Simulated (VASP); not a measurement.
# Ir3Rh2 (P6_3/mmc) in VASP: further runs

The runs below take Ir3Rh2 through single point, with PBE.

All numbers are computed with VASP 6.6.1; they aren't measurements. Logs are shortened: lines on timing, memory, paths and dates and some standing lists are left out, and cuts for length are marked.

### Step 1. The cell of the first run

It takes space group P6_3/mmc (No. 194, hexagonal). Conventional cell: a = 2.710 Å, b = 2.710 Å, c = 21.936 Å, α = 90.00°, β = 90.00°, γ = 120.00°. Ir (site symmetry -6m2) has 12 Ir at 2.69 to 2.71 Å within 3.6 Å. Within 3.6 Å of Ir (site symmetry 3m) lie 9 Ir at 2.69 to 2.71 Å and 3 Rh at 2.69 Å. Rh (site symmetry 3m) has 3 Ir at 2.69 Å and 9 Rh at 2.69 to 2.71 Å within 3.6 Å.

### Step 2. Single point, PBE

Input file INCAR:

```
SYSTEM = Ir3Rh2
PREC = Accurate
ENCUT = 520
EDIFF = 1E-7
ISMEAR = 0
SIGMA = 0.1
LREAL = .FALSE.
LASPH = .TRUE.
NELM = 80
ALGO = Normal
ISIF = 2
LWAVE = .FALSE.
LCHARG = .TRUE.
GGA = PE
LELF = .TRUE.
LVHAR = .TRUE.
NBANDS = 68
```

Input file KPOINTS:

```
Automatic mesh
0
G
  6 6 1
  0 0 0
```

Input file POSCAR:

```
Ir3Rh2
1.0
    2.7103523400      0.0000000000      0.0000000000
   -1.3551761700      2.3472339800      0.0000000000
    0.0000000000      0.0000000000     21.9357733600
Ir Rh
6 4
Direct
    0.3333333300      0.6666666700      0.7500000000
    0.3333333300      0.6666666700      0.1500000000
    0.3333333300      0.6666666700      0.3500000000
    0.6666666700      0.3333333300      0.8500000000
    0.6666666700      0.3333333300      0.2500000000
    0.6666666700      0.3333333300      0.6500000000
    0.3333333300      0.6666666700      0.9500000000
    0.3333333300      0.6666666700      0.5500000000
    0.6666666700      0.3333333300      0.0500000000
    0.6666666700      0.3333333300      0.4500000000
```

Potentials or basis: VASP PAW PBE potentials, release 64 (Ir, Rh_pv).

Command:

```sh
> cat potpaw_PBE.64/Ir/POTCAR potpaw_PBE.64/Rh_pv/POTCAR > POTCAR
> mpirun -np 1 vasp_std > vasp.out
```

OUTCAR:

```text
SYSTEM = Ir3Rh2
   PREC = Accurate
   ENCUT = 520
   EDIFF = 1E-7
   ISMEAR = 0
   LREAL = .FALSE.
   LASPH = .TRUE.
   NELM = 80
   ISIF = 2
   GGA = PE

 ion  position               nearest neighbor table
   1  0.333  0.667  0.750-   4 2.69   6 2.69   4 2.69   6 2.69   4 2.69   6 2.69
   2  0.333  0.667  0.150-   5 2.69   9 2.69   5 2.69   9 2.69   5 2.69   9 2.69
   3  0.333  0.667  0.350-   5 2.69  10 2.69   5 2.69  10 2.69   5 2.69  10 2.69
   4  0.667  0.333  0.850-   1 2.69   7 2.69   1 2.69   7 2.69   1 2.69   7 2.69
   5  0.667  0.333  0.250-   2 2.69   3 2.69   2 2.69   3 2.69   2 2.69   3 2.69
   6  0.667  0.333  0.650-   1 2.69   8 2.69   1 2.69   8 2.69   1 2.69   8 2.69
   7  0.333  0.667  0.950-   9 2.69   4 2.69   9 2.69   4 2.69   9 2.69   4 2.69
   8  0.333  0.667  0.550-  10 2.69   6 2.69  10 2.69   6 2.69  10 2.69   6 2.69
   9  0.667  0.333  0.050-   7 2.69   2 2.69   7 2.69   2 2.69   7 2.69   2 2.69
  10  0.667  0.333  0.450-   8 2.69   3 2.69   8 2.69   3 2.69   8 2.69   3 2.69

  LATTYP: Found a hexagonal cell.
 ALAT       =     2.7103523400
 C/A-ratio  =     8.0933290614

  Lattice vectors:

 A1 = (   2.7103523400,   0.0000000000,   0.0000000000)
 A2 = (  -1.3551761700,   2.3472339800,   0.0000000000)
 A3 = (   0.0000000000,   0.0000000000,  21.9357733600)

Analysis of symmetry for initial positions (statically):
=====================================================================
 Subroutine PRICEL returns:
 Original cell was already a primitive cell.

 Routine SETGRP: Setting up the symmetry group for a
 hexagonal supercell.

 Subroutine GETGRP returns: Found 24 space group operations
 (whereof 12 operations were pure point group operations)
 out of a pool of 24 trial point group operations.

The static configuration has the point symmetry D_3d.
 The point group associated with its full space group is D_6h.

Analysis of symmetry for dynamics (positions and initial velocities):
=====================================================================
 Subroutine PRICEL returns:
 Original cell was already a primitive cell.

 Routine SETGRP: Setting up the symmetry group for a
 hexagonal supercell.

 Subroutine GETGRP returns: Found 24 space group operations
 (whereof 12 operations were pure point group operations)
 out of a pool of 24 trial point group operations.

The dynamic configuration has the point symmetry D_3d.
 The point group associated with its full space group is D_6h.

 Subroutine INISYM returns: Found 24 space group operations
 (whereof 12 operations are pure point group operations),
 and found     1 'primitive' translations

----------------------------------------------------------------------------------------

                                     Primitive cell

  volume of cell :     139.5517

  direct lattice vectors                    reciprocal lattice vectors
     2.710352340  0.000000000  0.000000000     0.368955720  0.213016684  0.000000000
    -1.355176170  2.347233980  0.000000000     0.000000000  0.426033369  0.000000000
     0.000000000  0.000000000 21.935773360     0.000000000  0.000000000  0.045587634

  length of vectors
     2.710352340  2.710352340 21.935773360     0.426033369  0.426033369  0.045587634

  position of ions in fractional coordinates (direct lattice)
     0.333333330  0.666666670  0.750000000
     0.333333330  0.666666670  0.150000000
     0.333333330  0.666666670  0.350000000
     0.666666670  0.333333330  0.850000000
     0.666666670  0.333333330  0.250000000
     0.666666670  0.333333330  0.650000000
     0.333333330  0.666666670  0.950000000
     0.333333330  0.666666670  0.550000000
     0.666666670  0.333333330  0.050000000
     0.666666670  0.333333330  0.450000000

  ion indices of the primitive-cell ions
   primitive index   ion index
                 1           1
                 2           2
                 3           3
                 4           4
                 5           5
                 6           6
                 7           7
                 8           8
                 9           9
                10          10

----------------------------------------------------------------------------------------

 KPOINTS: Automatic mesh

Automatic generation of k-mesh.
 Grid dimensions read from file:
 generate k-points for:    6    6    1

 Generating k-lattice:

  Cartesian coordinates                     Fractional coordinates (reciprocal lattice)
     0.061492620  0.035502781  0.000000000     0.166666667 -0.000000000  0.000000000
     0.000000000  0.071005561  0.000000000     0.000000000  0.166666667  0.000000000
     0.000000000  0.000000000  0.045587634     0.000000000  0.000000000  1.000000000

  Length of vectors
     0.071005561  0.071005561  0.045587634

  Shift w.r.t. Gamma in fractional coordinates (k-lattice)
     0.000000000  0.000000000  0.000000000

 Subroutine IBZKPT returns following result:
 ===========================================

 Found      7 irreducible k-points:

 Following reciprocal coordinates:
            Coordinates               Weight
  0.000000  0.000000  0.000000      1.000000
  0.166667  0.000000  0.000000      6.000000
  0.333333 -0.000000  0.000000      6.000000
  0.500000  0.000000  0.000000      3.000000
  0.166667  0.166667  0.000000      6.000000
  0.333333  0.166667  0.000000     12.000000
  0.333333  0.333333  0.000000      2.000000
   k-points           NKPTS =      7   k-points in BZ     NKDIM =      7   number of bands    NBANDS=     68
   number of dos      NEDOS =    301   number of ions     NIONS =     10
   total plane-waves  NPLWV =  67200
   dimension x,y,z NGX =    20 NGY =   20 NGZ =  168
   dimension x,y,z NGXF=    40 NGYF=   40 NGZF=  336
   ions per type =               6   4
   NGX,Y,Z   is equivalent  to a cutoff of  12.27, 12.27, 12.73 a.u.
   NGXF,Y,Z  is equivalent  to a cutoff of  24.53, 24.53, 25.46 a.u.
 SYSTEM =  Ir3Rh2
   PREC   = accura    normal or accurate (medium, high low for compatibility)
   ISTART =      0    job   : 0-new  1-cont  2-samecut
   ICHARG =      2    charge: 1-file 2-atom 10-const
   ISPIN  =      1    spin polarized calculation?
   LNONCOLLINEAR =      F non collinear calculations
   LSORBIT =      F    spin-orbit coupling
   LASPH  =      T    aspherical Exc in radial PAW
   ENCUT  =  520.0 eV  38.22 Ry    6.18 a.u.   5.04  5.04 40.79*2*pi/ulx,y,z
   NELM   =     80;   NELMIN=  2; NELMDL= -5     # of ELM steps
   EDIFF  = 0.1E-06   stopping-criterion for ELM
   LREAL  =      F    real-space projection
   EDIFFG = 0.1E-05   stopping-criterion for IOM
   NSW    =      0    number of steps for IOM
   IBRION =     -1    ionic relax: 0-MD 1-quasi-New 2-CG
   NFREE  =      0    steps in history (QN), initial steepest desc. (CG)
   ISIF   =      2    stress and relaxation
   ISYM   =      2    0-nonsym 1-usesym 2-fastsym
   POTIM  = 0.5000    time-step for ionic-motion
   TEBEG  =    0.0;   TEEND  =   0.0 temperature during run
   PSTRESS=    0.0 pullay stress
   NELECT =     114.0000    total number of electrons
   NUPDOWN=      -1.0000    fix difference up-down
   EMIN   =  10.00;   EMAX   =-10.00  energy-range for DOS
   EFERMI =   0.00;   METHOD = LEGACY
   ISMEAR =     0;   SIGMA  =   0.10  broadening in eV -4-tet -1-fermi 0-gaus
   EFERMI_NEDOS =   21; number of points for ismear=-14 and -15
   IALGO  =     38    algorithm
   IMIX   =      4    mixing-type and parameters
     AMIX     =   0.40;   BMIX     =  1.00
     AMIX_MAG =   1.60;   BMIX_MAG =  1.00
  volume/ion in A,a.u.               =      13.96        94.17
  Fermi-wavevector in a.u.,A,eV,Ry     =   1.530376  2.891991 31.865525  2.342050
  Thomas-Fermi vector in A             =   2.637867
   LORBIT       =      0    0 simple, 1 ext, 2 COOP (PROOUT), +10 PAW based schemes
   GGA     = PE    functional components
   LHFCALC =     F    Hartree Fock is set to
   AEXX    =    0.0000 exact exchange contribution
   IVDW    =     0    specifies the selected vdW correction
   LEPSILON=     F    determine dielectric tensor
   LRPA    =     F    only Hartree local field effects (RPA)
 non-spin polarized calculation
 Gauss-broadening in eV      SIGMA  =   0.10
  energy-cutoff  :      520.00
  volume of cell :      139.55
 maximum number of plane-waves:      3813
   NGX = 11   NGY = 11   NGZ = 81

 number of electron     114.0000011 magnetization

 Free energy of the ion-electron system (eV)
  ---------------------------------------------------
  ext. energy  EPLUGINS =         0.00000000
  ---------------------------------------------------
  free energy    TOTEN  =       -81.25528934 eV

  energy without entropy =      -81.15772169  energy(sigma->0) =      -81.20650552

 E-fermi :  11.0326     XC(G=0): -14.0169

 val. band max:       11.0291773688   @ k =   0.3333   0.1667   0.0000
 cond. band min:      11.0336372868   @ k =   0.1667   0.0000   0.0000
 fundamental gap:      0.0044599180
 Fermi energy:        11.0326303834

 k-point     1 :       0.0000    0.0000    0.0000
  band No.  band energies     occupation
      1     -35.9634      2.00000
      2     -35.9634      2.00000
      3     -35.6090      2.00000
      4     -35.6090      2.00000
      5     -35.3983      2.00000
      6     -35.3983      2.00000
[... 60 lines left out ...]
     67      11.2380      0.00368
     68      11.2380      0.00368

 k-point     2 :       0.1667    0.0000    0.0000
  band No.  band energies     occupation
      1     -35.9302      2.00000
      2     -35.9302      2.00000
      3     -35.6361      2.00000
      4     -35.6361      2.00000
      5     -35.5055      2.00000
      6     -35.5055      2.00000
[... 344 lines left out ...]
     67      14.2859      0.00000
     68      15.4389      0.00000

 k-point     7 :       0.3333    0.3333    0.0000
  band No.  band energies     occupation
      1     -35.8243      2.00000
      2     -35.8243      2.00000
      3     -35.8243      2.00000
      4     -35.8243      2.00000
      5     -35.7864      2.00000
      6     -35.7864      2.00000
[... 60 lines left out ...]
     67      17.0060      0.00000
     68      17.0060      0.00000

------------------------ aborting loop because EDIFF is reached ----------------------------------------

  FORCE on cell =-STRESS in cart. coord.  units (eV):
  Direction    XX          YY          ZZ          XY          YZ          ZX
  --------------------------------------------------------------------------------------
  -------------------------------------------------------------------------------------
  Total       11.5974885     11.5974885      6.1094817      0.0000000     -0.0000000      0.0000000
  in kB      133.1494713    133.1494713     70.1422778      0.0000000     -0.0000000      0.0000000
  external PRESSURE =     112.1470735 kB  Pullay stress =       0.0000000 kB

 VOLUME and BASIS-vectors are now :
 -----------------------------------------------------------------------------
  energy-cutoff  :      520.00
  volume of cell :      139.55
      direct lattice vectors                 reciprocal lattice vectors
     2.710352340  0.000000000  0.000000000     0.368955720  0.213016684  0.000000000
    -1.355176170  2.347233980  0.000000000     0.000000000  0.426033369  0.000000000
     0.000000000  0.000000000 21.935773360     0.000000000  0.000000000  0.045587634

 POSITION                                       TOTAL-FORCE (eV/Angst)
 -----------------------------------------------------------------------------------
     -0.00000      1.56482     16.45183        -0.000000     -0.000000      0.000000
     -0.00000      1.56482      3.29037        -0.000000      0.000000     -0.149738
     -0.00000      1.56482      7.67752        -0.000000      0.000000      0.149738
      1.35518      0.78241     18.64541        -0.000000     -0.000000      0.149738
      1.35518      0.78241      5.48394        -0.000000      0.000000      0.000000
      1.35518      0.78241     14.25825        -0.000000     -0.000000     -0.149738
     -0.00000      1.56482     20.83898         0.000000     -0.000000     -0.068746
     -0.00000      1.56482     12.06468        -0.000000     -0.000000      0.068746
      1.35518      0.78241      1.09679         0.000000      0.000000      0.068746
      1.35518      0.78241      9.87110         0.000000      0.000000     -0.068746
 -----------------------------------------------------------------------------------
    total drift:                               -0.000026      0.000015     -0.000008

  FREE ENERGIE OF THE ION-ELECTRON SYSTEM (eV)
  ---------------------------------------------------
  free  energy   TOTEN  =       -81.2552893400 eV

  energy  without entropy=      -81.1577216929  energy(sigma->0) =      -81.20650552
```

Wall time 97 s (1 thread of Intel Xeon 6975P-C (Granite Rapids), shared host); peak memory 0.26 GiB.

What came out:

```
Free energy            : -81.2553 eV
Pressure               : 11.2 GPa
Largest force          : 0.150 eV/Å
Band gap on the k mesh : zero (band 57 reaches 12.05 eV, above the bottom of band 58 at 9.47 eV)
```

Forces on the atoms (eV/Å):
```
Ir   0.000  0.000  0.000
Ir   0.000  0.000 -0.150
Ir   0.000  0.000  0.150
Ir   0.000  0.000  0.150
Ir   0.000  0.000  0.000
Ir   0.000  0.000 -0.150
Rh   0.000  0.000 -0.069
Rh   0.000  0.000  0.069
Rh   0.000  0.000  0.069
Rh   0.000  0.000 -0.069
```

Stress tensor (GPa, compression positive):
```
13.31  0.00  0.00
 0.00 13.31  0.00
 0.00  0.00  7.01
```

Levels at points of the mesh, in eV from the Fermi level:
| k point | band 56 | band 57 | band 58 | band 59 | band 60 | band 61 | band 62 | band 63 | band 64 | band 65 |
| --- | --- | --- | --- | --- | --- | --- | --- | --- | --- | --- |
| (0.00, 0.00, 0.00) | -1.57 | -1.24 | -0.79 | -0.79 | -0.73 | -0.73 | -0.11 | -0.11 | -0.07 | 0.03 |
| (0.50, 0.00, 0.00) | 0.94 | 1.01 | 1.03 | 1.25 | 1.26 | 1.31 | 1.32 | 1.32 | 1.33 | 2.14 |

Caveat: the k points lie up to 0.45 Å⁻¹ apart; spin-orbit coupling is left out, which moves the levels of the heavy elements.

### Step 3. Single point, PBE

This run uses another cell than the first one, of 14.43 Å³/atom, 1.034 times its volume.

Input file INCAR:

```
PREC = Accurate
ENCUT = 520
EDIFF = 1E-7
ISMEAR = 0
SIGMA = 0.1
LREAL = False
LASPH = True
NELM = 100
ALGO = Normal
ISIF = 2
LWAVE = False
LCHARG = False
GGA = PE
NBANDS = 68
```

Input file KPOINTS:

```
Automatic mesh
0
Gamma
  6 6 1
```

Input file POSCAR:

```
Ir3Rh2
1.0
    2.7583578374      0.0000000000      0.0000000000
   -1.3791789187      2.3888079599      0.0000000000
    0.0000000000      0.0000000000     21.9021951443
Ir Rh
6 4
Direct
    0.3333333333      0.6666666667      0.7500000000
    0.3333333333      0.6666666667      0.1499776643
    0.3333333333      0.6666666667      0.3500223357
    0.6666666667      0.3333333333      0.8500223357
    0.6666666667      0.3333333333      0.2500000000
    0.6666666667      0.3333333333      0.6499776643
    0.3333333333      0.6666666667      0.9496278281
    0.3333333333      0.6666666667      0.5503721719
    0.6666666667      0.3333333333      0.0503721719
    0.6666666667      0.3333333333      0.4496278281
```

Potentials or basis: VASP PAW PBE potentials, release 64 (Ir, Rh_pv).

Command:

```sh
> cat potpaw_PBE.64/Ir/POTCAR potpaw_PBE.64/Rh_pv/POTCAR > POTCAR
> mpirun -np 1 vasp_std > vasp.out
```

OUTCAR:

```text
PREC = Accurate
   ENCUT = 520
   EDIFF = 1E-7
   ISMEAR = 0
   LREAL = False
   LASPH = True
   NELM = 100
   ISIF = 2
   GGA = PE

 ion  position               nearest neighbor table
   1  0.333  0.667  0.750-   4 2.71   6 2.71   4 2.71   6 2.71   4 2.71   6 2.71
   2  0.333  0.667  0.150-   9 2.70   9 2.70   9 2.70   5 2.71   5 2.71   5 2.71
   3  0.333  0.667  0.350-  10 2.70  10 2.70  10 2.70   5 2.71   5 2.71   5 2.71
   4  0.667  0.333  0.850-   7 2.70   7 2.70   7 2.70   1 2.71   1 2.71   1 2.71
   5  0.667  0.333  0.250-   2 2.71   3 2.71   2 2.71   3 2.71   2 2.71   3 2.71
   6  0.667  0.333  0.650-   8 2.70   8 2.70   8 2.70   1 2.71   1 2.71   1 2.71
[... 703 lines left out ...]

 VOLUME and BASIS-vectors are now :
 -----------------------------------------------------------------------------
  energy-cutoff  :      520.00
  volume of cell :      144.32
      direct lattice vectors                 reciprocal lattice vectors
     2.758357837  0.000000000  0.000000000     0.362534544  0.209309416  0.000000000
    -1.379178919  2.388807960  0.000000000     0.000000000  0.418618833  0.000000000
     0.000000000  0.000000000 21.902195144     0.000000000  0.000000000  0.045657524

 POSITION                                       TOTAL-FORCE (eV/Angst)
 -----------------------------------------------------------------------------------
     -0.00000      1.59254     16.42665        -0.000000      0.000000      0.000000
     -0.00000      1.59254      3.28484        -0.000000      0.000000     -0.012279
     -0.00000      1.59254      7.66626        -0.000000      0.000000      0.012279
      1.37918      0.79627     18.61736        -0.000000      0.000000      0.012279
      1.37918      0.79627      5.47555        -0.000000     -0.000000      0.000000
      1.37918      0.79627     14.23594        -0.000000     -0.000000     -0.012279
     -0.00000      1.59254     20.79893         0.000000      0.000000      0.003867
     -0.00000      1.59254     12.05436         0.000000      0.000000     -0.003867
      1.37918      0.79627      1.10326         0.000000      0.000000     -0.003867
      1.37918      0.79627      9.84784        -0.000000     -0.000000      0.003867
 -----------------------------------------------------------------------------------
    total drift:                               -0.000000      0.000000     -0.000000

  FREE ENERGIE OF THE ION-ELECTRON SYSTEM (eV)
  ---------------------------------------------------
  free  energy   TOTEN  =       -81.4582086859 eV

  energy  without entropy=      -81.3638863688  energy(sigma->0) =      -81.41104753
```

OSZICAR:

```text
N       E                     dE             d eps       ncg     rms          rms(c)
DAV:   1     0.154313188408E+04    0.15431E+04   -0.60118E+04  1048   0.181E+03
DAV:   2     0.244705947714E+02   -0.15187E+04   -0.14733E+04   964   0.587E+02
DAV:   3    -0.807602607227E+02   -0.10523E+03   -0.94306E+02  1140   0.153E+02
[... 17 lines left out ...]
DAV:  21    -0.814582144553E+02   -0.45718E-05   -0.18408E-05  1252   0.208E-02    0.469E-02
DAV:  22    -0.814582094053E+02    0.50501E-05   -0.91022E-06  1220   0.182E-02    0.259E-02
DAV:  23    -0.814582088464E+02    0.55886E-06   -0.15645E-06  1168   0.695E-03    0.884E-03
DAV:  24    -0.814582086954E+02    0.15102E-06   -0.36966E-07   696   0.283E-03    0.468E-03
DAV:  25    -0.814582086859E+02    0.95097E-08   -0.23525E-07   704   0.203E-03
   1 F= -.81458209E+02 E0= -.81411048E+02  d E =-.943223E-01
```

stdout:

```text
POSCAR found type information on POSCAR IrRh
 POSCAR found :  2 types and      10 ions
 scaLAPACK will be used
 LDA part: xc-table for (Slater+PW92), standard interpolation
 POSCAR, INCAR and KPOINTS ok, starting setup
 FFT: planning ... GRIDC
 FFT: planning ... GRID_SOFT
 FFT: planning ... GRID
 WAVECAR not read
 entering main loop
```

Wall time 98 s (1 thread of Intel Xeon 6975P-C (Granite Rapids), shared host); peak memory 0.32 GiB.

What came out:

* Free energy: -81.4582 eV
* Pressure: 0.2 GPa
* Largest force: 0.012 eV/Å
* Band gap on the k mesh: zero (band 57 reaches 11.32 eV, above the bottom of band 58 at 8.99 eV)

Forces in eV/Å, atoms in the order of the input:
```
Ir   0.000  0.000  0.000
Ir   0.000  0.000 -0.012
Ir   0.000  0.000  0.012
Ir   0.000  0.000  0.012
Ir   0.000  0.000  0.000
Ir   0.000  0.000 -0.012
Rh   0.000  0.000  0.004
Rh   0.000  0.000 -0.004
Rh   0.000  0.000 -0.004
Rh   0.000  0.000  0.004
```

Caveat: the k points lie up to 0.44 Å⁻¹ apart; spin-orbit coupling is left out, which moves the levels of the heavy elements.
